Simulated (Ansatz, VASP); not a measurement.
## Si in VASP and in Ansatz

```
Si
1.0
     3.70800    0.00000    0.00000
    -1.85400    3.21122    0.00000
     0.00000    0.00000   28.00000
Si
2
Direct
  0.33333 0.66667 0.50766
  0.66667 0.33333 0.49234
```

Alike in both runs: task single point; functional LDA; k mesh 15 × 15 × 1; occupations gaussian, width 0.1 eV; no spin polarisation.

```csv
,VASP,Ansatz
version,VASP 6.6.1,Ansatz 0.2.0
potentials or method,"VASP PAW LDA potentials, release 64 (Si), cutoff 520 eV","scalar-relativistic, plane waves, PAW"
valence electrons in the cell,8,8
```

```csv
,VASP,Ansatz,Ansatz less VASP
gap on the k mesh at the Fermi level (eV),none,none,-
rms of the force components (eV/Å),0.190,0.191,+0.0005
```

Ansatz warns that its potentials were made for another functional, while VASP's fit it. LDA's correlation is that of Perdew and Zunger in VASP and of Perdew and Wang (1992) in Ansatz. Atom by atom the forces differ by 0.000 eV/Å (rms over components). A gap of «none» marks a metal or a gap that the smearing closes.
